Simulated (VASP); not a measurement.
# SnO2 (P1) in VASP: a series of runs

The runs below take SnO2 through single point, with PBE.

Everything below comes from runs of VASP 6.6.1. Logs are shortened: lines on timing, memory, paths and dates and some standing lists are left out, and cuts for length are marked.

**1. The cell of the first run**

The typed cell holds 3 atoms: a = 5.261 Å, b = 5.261 Å, c = 5.261 Å, α = 35.80°, β = 35.80°, γ = 35.80°.

**2. Single point, PBE (atoms displaced along a vibrational mode)**

INCAR

```
ALGO = Normal
EDIFF = 1E-6
ENCUT = 520
GGA = PE
ISIF = 2
ISMEAR = 0
LASPH = T
LCHARG = F
LREAL = F
LWAVE = F
NBANDS = 20
NELM = 100
PREC = Accurate
SIGMA = 0.05
```

KPOINTS

```
k-points
0
Gamma
  12 12 12
```

POSCAR

```
SnO2
1.0
    1.6167660720      0.9334403269      4.9182553763
   -1.6167660720      0.9334403269      4.9182553763
    0.0000000000     -1.8668806537      4.9182553763
Sn O
1 2
Direct
    0.5155155973      0.4958426082      0.4886417945
    0.1773210594      0.2503062624      0.2770207008
    0.7075557110      0.7805409140      0.8072553524
```

Potentials or basis: VASP PAW PBE potentials, release 64 (Sn_d, O).

Launch:

```
$ cat potpaw_PBE.64/Sn_d/POTCAR potpaw_PBE.64/O/POTCAR > POTCAR
$ mpirun -np 1 vasp_std > vasp.out
```

OUTCAR:

```text
EDIFF = 1E-6
   ENCUT = 520
   GGA = PE
   ISIF = 2
   ISMEAR = 0
   LASPH = T
   LREAL = F
   NELM = 100
   PREC = Accurate

 ion  position               nearest neighbor table
   1  0.516  0.496  0.489-   2 1.94   3 2.00   3 2.08   2 2.18   2 2.26   3 2.30
   2  0.177  0.250  0.277-   1 1.94   1 2.18   1 2.26
   3  0.708  0.781  0.807-   1 2.00   1 2.08   1 2.30

  LATTYP: Found a trigonal (rhomboedric) cell.
 ALAT       =     5.2606538873
 COS(alpha) =     0.8110943660

  Lattice vectors:

 A1 = (   1.6167660720,   0.9334403269,   4.9182553763)
 A2 = (  -1.6167660720,   0.9334403269,   4.9182553763)
 A3 = (   0.0000000000,  -1.8668806537,   4.9182553763)

Analysis of symmetry for initial positions (statically):
=====================================================================
 Subroutine PRICEL returns:
 Original cell was already a primitive cell.

 Routine SETGRP: Setting up the symmetry group for a
 trigonal (rhombohedral) supercell.

 Subroutine GETGRP returns: Found  1 space group operations
 (whereof  1 operations were pure point group operations)
 out of a pool of 12 trial point group operations.

The static configuration has the point symmetry C_1 .

Analysis of symmetry for dynamics (positions and initial velocities):
=====================================================================
 Subroutine PRICEL returns:
 Original cell was already a primitive cell.

 Routine SETGRP: Setting up the symmetry group for a
 trigonal (rhombohedral) supercell.

 Subroutine GETGRP returns: Found  1 space group operations
 (whereof  1 operations were pure point group operations)
 out of a pool of 12 trial point group operations.

The dynamic configuration has the point symmetry C_1 .

 Subroutine INISYM returns: Found  1 space group operations
 (whereof  1 operations are pure point group operations),
 and found     1 'primitive' translations

----------------------------------------------------------------------------------------

                                     Primitive cell

  volume of cell :      44.5344

  direct lattice vectors                    reciprocal lattice vectors
     1.616766072  0.933440327  4.918255376     0.309259335  0.178550960  0.067774710
    -1.616766072  0.933440327  4.918255376    -0.309259335  0.178550960  0.067774710
     0.000000000 -1.866880654  4.918255376     0.000000000 -0.357101920  0.067774710

  length of vectors
     5.260653887  5.260653887  5.260653887     0.363476537  0.363476537  0.363476537

  position of ions in fractional coordinates (direct lattice)
     0.515515597  0.495842608  0.488641794
     0.177321059  0.250306262  0.277020701
     0.707555711  0.780540914  0.807255352

  ion indices of the primitive-cell ions
   primitive index   ion index
                 1           1
                 2           2
                 3           3

----------------------------------------------------------------------------------------

 KPOINTS: k-points

Automatic generation of k-mesh.
 Grid dimensions read from file:
 generate k-points for:   12   12   12

 Generating k-lattice:

  Cartesian coordinates                     Fractional coordinates (reciprocal lattice)
     0.025771611  0.014879247  0.005647893     0.083333333 -0.000000000  0.000000000
    -0.025771611  0.014879247  0.005647893    -0.000000000  0.083333333  0.000000000
     0.000000000 -0.029758493  0.005647893    -0.000000000 -0.000000000  0.083333333

  Length of vectors
     0.030289711  0.030289711  0.030289711

  Shift w.r.t. Gamma in fractional coordinates (k-lattice)
     0.000000000  0.000000000  0.000000000

 Subroutine IBZKPT returns following result:
 ===========================================

 Found    868 irreducible k-points:

 Following reciprocal coordinates:
            Coordinates               Weight
  0.000000  0.000000  0.000000      1.000000
  0.083333  0.000000  0.000000      2.000000
  0.000000  0.083333  0.000000      2.000000
  0.000000  0.000000  0.083333      2.000000
  0.166667 -0.000000  0.000000      2.000000
 -0.000000  0.166667  0.000000      2.000000
[... 16 lines left out ...]
  0.166667  0.083333 -0.000000      2.000000
 -0.166667  0.000000 -0.083333      2.000000
 [... further k-points ...]
   k-points           NKPTS =    868   k-points in BZ     NKDIM =    868   number of bands    NBANDS=     20
   number of dos      NEDOS =    301   number of ions     NIONS =      3
   total plane-waves  NPLWV =  64000
   dimension x,y,z NGX =    40 NGY =   40 NGZ =   40
   dimension x,y,z NGXF=    80 NGYF=   80 NGZF=   80
   ions per type =               1   2
   NGX,Y,Z   is equivalent  to a cutoff of  12.64, 12.64, 12.64 a.u.
   NGXF,Y,Z  is equivalent  to a cutoff of  25.28, 25.28, 25.28 a.u.
 SYSTEM =  unknown system
   PREC   = accura    normal or accurate (medium, high low for compatibility)
   ISTART =      0    job   : 0-new  1-cont  2-samecut
   ICHARG =      2    charge: 1-file 2-atom 10-const
   ISPIN  =      1    spin polarized calculation?
   LNONCOLLINEAR =      F non collinear calculations
   LSORBIT =      F    spin-orbit coupling
   LASPH  =      T    aspherical Exc in radial PAW
   ENCUT  =  520.0 eV  38.22 Ry    6.18 a.u.   9.78  9.78  9.78*2*pi/ulx,y,z
   NELM   =    100;   NELMIN=  2; NELMDL= -5     # of ELM steps
   EDIFF  = 0.1E-05   stopping-criterion for ELM
   LREAL  =      F    real-space projection
   EDIFFG = 0.1E-04   stopping-criterion for IOM
   NSW    =      0    number of steps for IOM
   IBRION =     -1    ionic relax: 0-MD 1-quasi-New 2-CG
   NFREE  =      0    steps in history (QN), initial steepest desc. (CG)
   ISIF   =      2    stress and relaxation
   ISYM   =      2    0-nonsym 1-usesym 2-fastsym
   POTIM  = 0.5000    time-step for ionic-motion
   TEBEG  =    0.0;   TEEND  =   0.0 temperature during run
   PSTRESS=    0.0 pullay stress
   NELECT =      26.0000    total number of electrons
   NUPDOWN=      -1.0000    fix difference up-down
   EMIN   =  10.00;   EMAX   =-10.00  energy-range for DOS
   EFERMI =   0.00;   METHOD = LEGACY
   ISMEAR =     0;   SIGMA  =   0.05  broadening in eV -4-tet -1-fermi 0-gaus
   EFERMI_NEDOS =   21; number of points for ismear=-14 and -15
   IALGO  =     38    algorithm
   IMIX   =      4    mixing-type and parameters
     AMIX     =   0.40;   BMIX     =  1.00
     AMIX_MAG =   1.60;   BMIX_MAG =  1.00
  volume/ion in A,a.u.               =      14.84       100.18
  Fermi-wavevector in a.u.,A,eV,Ry     =   1.368256  2.585628 25.471788  1.872124
  Thomas-Fermi vector in A             =   2.494236
   LORBIT       =      0    0 simple, 1 ext, 2 COOP (PROOUT), +10 PAW based schemes
   GGA     = PE    functional components
   LHFCALC =     F    Hartree Fock is set to
   AEXX    =    0.0000 exact exchange contribution
   IVDW    =     0    specifies the selected vdW correction
   LEPSILON=     F    determine dielectric tensor
   LRPA    =     F    only Hartree local field effects (RPA)
 non-spin polarized calculation
 Gauss-broadening in eV      SIGMA  =   0.05
  energy-cutoff  :      520.00
  volume of cell :       44.53
 maximum number of plane-waves:      1218
   NGX = 19   NGY = 19   NGZ = 19

 number of electron      26.0000001 magnetization

 Free energy of the ion-electron system (eV)
  ---------------------------------------------------
  ext. energy  EPLUGINS =         0.00000000
  ---------------------------------------------------
  free energy    TOTEN  =       -17.87445847 eV

  energy without entropy =      -17.87445847  energy(sigma->0) =      -17.87445847

 E-fermi :   3.2780     XC(G=0):  -9.8031

 val. band max:        2.9678308611   @ k =   0.1667  -0.0833  -0.2500
 cond. band min:       4.9424942583   @ k =   0.0000   0.0000   0.0000
 fundamental gap:      1.9746633972
 Fermi energy:         3.2779926769

 k-point     1 :       0.0000    0.0000    0.0000
  band No.  band energies     occupation
      1     -17.0092      2.00000
      2     -16.9622      2.00000
      3     -16.7732      2.00000
      4     -16.6105      2.00000
      5     -16.5834      2.00000
      6     -14.9978      2.00000
[... 12 lines left out ...]
     19      19.5113      0.00000
     20      20.1546      0.00000

 k-point     2 :       0.0833    0.0000    0.0000
  band No.  band energies     occupation
      1     -17.0434      2.00000
      2     -16.9522      2.00000
      3     -16.7614      2.00000
      4     -16.6192      2.00000
      5     -16.5825      2.00000
      6     -14.9486      2.00000
[... 12 lines left out ...]
     19      18.4498      0.00000
     20      20.1796      0.00000

 k-point     3 :       0.0000    0.0833    0.0000
  band No.  band energies     occupation
      1     -17.0241      2.00000
      2     -16.9603      2.00000
      3     -16.7734      2.00000
      4     -16.6126      2.00000
      5     -16.5913      2.00000
      6     -14.9411      2.00000
[... 12 lines left out ...]
     19      18.5511      0.00000
     20      19.9786      0.00000

 k-point     4 :       0.0000    0.0000    0.0833
  band No.  band energies     occupation
      1     -17.0334      2.00000
      2     -16.9558      2.00000
      3     -16.7683      2.00000
      4     -16.6153      2.00000
      5     -16.5877      2.00000
      6     -14.9444      2.00000
[... 12 lines left out ...]
     19      18.4979      0.00000
     20      20.0772      0.00000

 k-point     5 :       0.1667   -0.0000    0.0000
  band No.  band energies     occupation
      1     -17.1801      2.00000
      2     -16.8851      2.00000
      3     -16.7312      2.00000
      4     -16.6370      2.00000
      5     -16.5744      2.00000
      6     -14.7963      2.00000
[... 12 lines left out ...]
     19      17.2053      0.00000
     20      20.3395      0.00000
[... 353 lines left out ...]
      6     -14.9396      2.00000
[... 12 lines left out ...]
     19      18.5209      0.00000
     20      20.0088      0.00000

 k-point    22 :       0.0000    0.0833    0.0833
  band No.  band energies     occupation
      1     -17.0433      2.00000
      2     -16.9523      2.00000
      3     -16.7614      2.00000
      4     -16.6193      2.00000
      5     -16.5825      2.00000
      6     -14.9474      2.00000
[... 12 lines left out ...]
     19      18.4135      0.00000
     20      20.2102      0.00000

 k-point    23 :       0.1667    0.0833   -0.0000
  band No.  band energies     occupation
      1     -17.1242      2.00000
      2     -16.9222      2.00000
      3     -16.7374      2.00000
      4     -16.6317      2.00000
      5     -16.5799      2.00000
      6     -14.8416      2.00000
[... 12 lines left out ...]
     19      17.5650      0.00000
     20      20.0004      0.00000

 k-point    24 :      -0.1667    0.0000   -0.0833
  band No.  band energies     occupation
      1     -17.1079      2.00000
      2     -16.9337      2.00000
      3     -16.7439      2.00000
      4     -16.6288      2.00000
      5     -16.5844      2.00000
      6     -14.8321      2.00000
[... 12 lines left out ...]
     19      17.6049      0.00000
     20      19.9624      0.00000

 [... further k-points ...]
[... 5 lines left out ...]
  --------------------------------------------------------------------------------------
  -------------------------------------------------------------------------------------
  Total        1.5712392      1.4947302      1.1642400      0.5926248      0.0104983      1.2770712
  in kB       56.5271138     53.7746147     41.8848552     21.3203514      0.3776873     45.9440875
  external PRESSURE =      50.7288612 kB  Pullay stress =       0.0000000 kB

 VOLUME and BASIS-vectors are now :
 -----------------------------------------------------------------------------
  energy-cutoff  :      520.00
  volume of cell :       44.53
      direct lattice vectors                 reciprocal lattice vectors
     1.616766072  0.933440327  4.918255376     0.309259335  0.178550960  0.067774710
    -1.616766072  0.933440327  4.918255376    -0.309259335  0.178550960  0.067774710
     0.000000000 -1.866880654  4.918255376     0.000000000 -0.357101920  0.067774710

 POSITION                                       TOTAL-FORCE (eV/Angst)
 -----------------------------------------------------------------------------------
      0.03181      0.03181      7.37738        -2.287650     -2.280641     -0.201335
     -0.11800     -0.11800      3.46564         1.780113      1.145617      0.702852
     -0.11800     -0.11800     11.28913         0.507537      1.135024     -0.501517
 -----------------------------------------------------------------------------------
    total drift:                                0.000005     -0.000063      0.000061

  FREE ENERGIE OF THE ION-ELECTRON SYSTEM (eV)
  ---------------------------------------------------
  free  energy   TOTEN  =       -17.8744584681 eV

  energy  without entropy=      -17.8744584681  energy(sigma->0) =      -17.87445847
```

Run time: 8.7 min. Hardware: 1 thread of Intel Xeon 6975P-C (Granite Rapids), shared host; peak memory 0.78 GiB.

What came out:

```
Free energy            : -17.8745 eV
Pressure               : 5.1 GPa
Largest force          : 3.237 eV/Å
Band gap on the k mesh : 1.97 eV (least direct gap 2.12 eV)
```

Forces on the atoms (eV/Å):
```
Sn  -2.288 -2.281 -0.201
O    1.780  1.146  0.703
O    0.508  1.135 -0.502
```

Caveat: the cell differs from its parent crystal (atoms displaced along a vibrational mode); the cell stands under pressure; spin-orbit coupling is left out, which moves the levels of the heavy elements; forces of over 1 eV/Å act on the atoms, so gaps and moduli don't describe the material at rest. A k mesh can miss the band edges.

(Continued in part 2 of 2.)
